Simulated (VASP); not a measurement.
# TaC in VASP: a series of runs, part 2 of 2

VASP 6.6.1.

### Step 4. Single point, PBE

The input, INCAR:

```
SYSTEM = TaC
PREC = Accurate
ENCUT = 520
EDIFF = 1E-6
ISMEAR = 0
SIGMA = 0.1
LREAL = .FALSE.
LASPH = .TRUE.
NELM = 60
ALGO = Normal
ISIF = 2
LWAVE = .FALSE.
LCHARG = .FALSE.
LDIPOL = .TRUE.
IDIPOL = 3
DIPOL = 0.5 0.5 0.500
GGA = PE
NBANDS = 48
```

The input, KPOINTS:

```
regular mesh
0
G
  11 11 1
  0 0 0
```

The input, POSCAR:

```
TaC
1.0
    3.1644852995      0.0000000000      0.0000000000
    0.0000000000      3.1644852995      0.0000000000
    0.0000000000      0.0000000000     23.9505160569
Ta C
5 5
Direct
    0.5000000000      0.5000000000      0.3184108845
    0.0000000000      0.0000000000      0.4067224601
    0.5000000000      0.5000000000      0.4999999985
    0.0000000000      0.0000000000      0.5932775391
    0.5000000000      0.5000000000      0.6815891170
    0.0000000000      0.0000000000      0.3099089852
    0.5000000000      0.5000000000      0.4064959368
    0.0000000000      0.0000000000      0.5000000002
    0.5000000000      0.5000000000      0.5935040614
    0.0000000000      0.0000000000      0.6900910172
```

Potentials or basis: VASP PAW PBE potentials, release 64 (Ta_pv, C).

Run with:

```sh
cat potpaw_PBE.64/Ta_pv/POTCAR potpaw_PBE.64/C/POTCAR > POTCAR
mpirun -np 1 vasp_std > vasp.out
```

OUTCAR:

```text
SYSTEM = TaC
   PREC = Accurate
   ENCUT = 520
   EDIFF = 1E-6
   ISMEAR = 0
   LREAL = .FALSE.
   LASPH = .TRUE.
   NELM = 60
   ISIF = 2
   GGA = PE

 ion  position               nearest neighbor table
   1  0.500  0.500  0.318-   7 2.11   6 2.25   6 2.25   6 2.25   6 2.25   2 3.08   2 3.08   2 3.08
                             2 3.08
   2  0.000  0.000  0.407-   8 2.23   7 2.24   7 2.24   7 2.24   7 2.24   6 2.32   1 3.08   1 3.08
                             1 3.08   1 3.08   3 3.16   3 3.16   3 3.16   3 3.16
   3  0.500  0.500  0.500-   8 2.24   8 2.24   8 2.24   8 2.24   7 2.24   9 2.24   2 3.16   2 3.16
                             2 3.16   2 3.16   4 3.16   4 3.16   4 3.16   4 3.16
   4  0.000  0.000  0.593-   8 2.23   9 2.24   9 2.24   9 2.24   9 2.24  10 2.32   5 3.08   5 3.08
                             5 3.08   5 3.08   3 3.16   3 3.16   3 3.16   3 3.16
   5  0.500  0.500  0.682-   9 2.11  10 2.25  10 2.25  10 2.25  10 2.25   4 3.08   4 3.08   4 3.08
                             4 3.08
   6  0.000  0.000  0.310-   1 2.25   1 2.25   1 2.25   1 2.25   2 2.32
   7  0.500  0.500  0.406-   1 2.11   2 2.24   2 2.24   2 2.24   2 2.24   3 2.24
[... 1284 lines left out ...]

 vacuum level on the upper side and lower side of the slab       (xc-potential included)        -0.127        -0.127

  FORCE on cell =-STRESS in cart. coord.  units (eV):
  Direction    XX          YY          ZZ          XY          YZ          ZX
  --------------------------------------------------------------------------------------
  -------------------------------------------------------------------------------------
  Total       -5.5985061     -5.5985061      0.3293710      0.0000000     -0.0000000      0.0000000
  in kB      -37.3991471    -37.3991471      2.2002648      0.0000000     -0.0000000      0.0000000
  external PRESSURE =     -24.1993432 kB  Pullay stress =       0.0000000 kB

 VOLUME and BASIS-vectors are now :
 -----------------------------------------------------------------------------
  energy-cutoff  :      520.00
  volume of cell :      239.84
      direct lattice vectors                 reciprocal lattice vectors
     3.164485299  0.000000000  0.000000000     0.316007156  0.000000000  0.000000000
     0.000000000  3.164485299  0.000000000     0.000000000  0.316007156  0.000000000
     0.000000000  0.000000000 23.950516057     0.000000000  0.000000000  0.041752754

 POSITION                                       TOTAL-FORCE (eV/Angst)
 -----------------------------------------------------------------------------------
      1.58224      1.58224      7.62611        -0.000000      0.000000     -0.022010
      0.00000      0.00000      9.74121        -0.000000      0.000000     -0.002810
      1.58224      1.58224     11.97526        -0.000000      0.000000      0.000000
      0.00000      0.00000     14.20930         0.000000      0.000000      0.002810
      1.58224      1.58224     16.32441        -0.000000     -0.000000      0.022010
      0.00000      0.00000      7.42248        -0.000000      0.000000     -0.013194
      1.58224      1.58224      9.73579        -0.000000      0.000000     -0.012156
      0.00000      0.00000     11.97526        -0.000000      0.000000      0.000000
      1.58224      1.58224     14.21473         0.000000     -0.000000      0.012156
      0.00000      0.00000     16.52804        -0.000000      0.000000      0.013194
 -----------------------------------------------------------------------------------
    total drift:                                0.000000     -0.000000      0.000008

  FREE ENERGIE OF THE ION-ELECTRON SYSTEM (eV)
  ---------------------------------------------------
  free  energy   TOTEN  =      -109.0918966784 eV

  energy  without entropy=     -109.0830243637  energy(sigma->0) =     -109.08746052

 vacuum level on the upper side and lower side of the slab         5.413         5.413
```

OSZICAR:

```text
N       E                     dE             d eps       ncg     rms          rms(c)
DAV:   1     0.661653986058E+03    0.66165E+03   -0.41019E+04  2296   0.143E+03
DAV:   2    -0.840425188255E+02   -0.74570E+03   -0.72944E+03  2408   0.398E+02
DAV:   3    -0.125936925162E+03   -0.41894E+02   -0.41059E+02  2592   0.861E+01
[... 17 lines left out ...]
DAV:  21    -0.109091864309E+03   -0.57425E-04   -0.79116E-06  2016   0.553E-03    0.878E-04
DAV:  22    -0.109091886843E+03   -0.22534E-04   -0.25661E-06  1848   0.351E-03    0.522E-04
DAV:  23    -0.109091894679E+03   -0.78358E-05   -0.94885E-07  1824   0.156E-03    0.339E-04
DAV:  24    -0.109091896257E+03   -0.15784E-05   -0.12003E-07  1696   0.885E-04    0.975E-05
DAV:  25    -0.109091896678E+03   -0.42109E-06   -0.31298E-08  1512   0.379E-04
   1 F= -.10909190E+03 E0= -.10908746E+03  d E =-.887231E-02
```

stdout:

```text
POSCAR found type information on POSCAR TaC
 POSCAR found :  2 types and      10 ions
 scaLAPACK will be used
 LDA part: xc-table for (Slater+PW92), standard interpolation
 POSCAR, INCAR and KPOINTS ok, starting setup
 FFT: planning ... GRIDC
 FFT: planning ... GRID_SOFT
 FFT: planning ... GRID
 WAVECAR not read
 entering main loop
```

Wall time 3.8 min (1 thread of Intel Xeon Platinum 8488C (Sapphire Rapids), shared host); peak memory 0.42 GiB.

Results:

| Property | Result |
| --- | --- |
| Free energy | -109.0919 eV |
| Largest force | 0.022 eV/Å |
| Band gap on the k mesh | zero (an odd number of electrons rules out a gap without spin polarisation) |

Forces in eV/Å, atoms in the order of the input:
```
Ta   0.000  0.000 -0.022
Ta   0.000  0.000 -0.003
Ta   0.000  0.000  0.000
Ta   0.000  0.000  0.003
Ta   0.000  0.000  0.022
C    0.000  0.000 -0.013
C    0.000  0.000 -0.012
C    0.000  0.000  0.000
C    0.000  0.000  0.012
C    0.000  0.000  0.013
```

Caveat: spin-orbit coupling is left out, which moves the levels of the heavy elements.
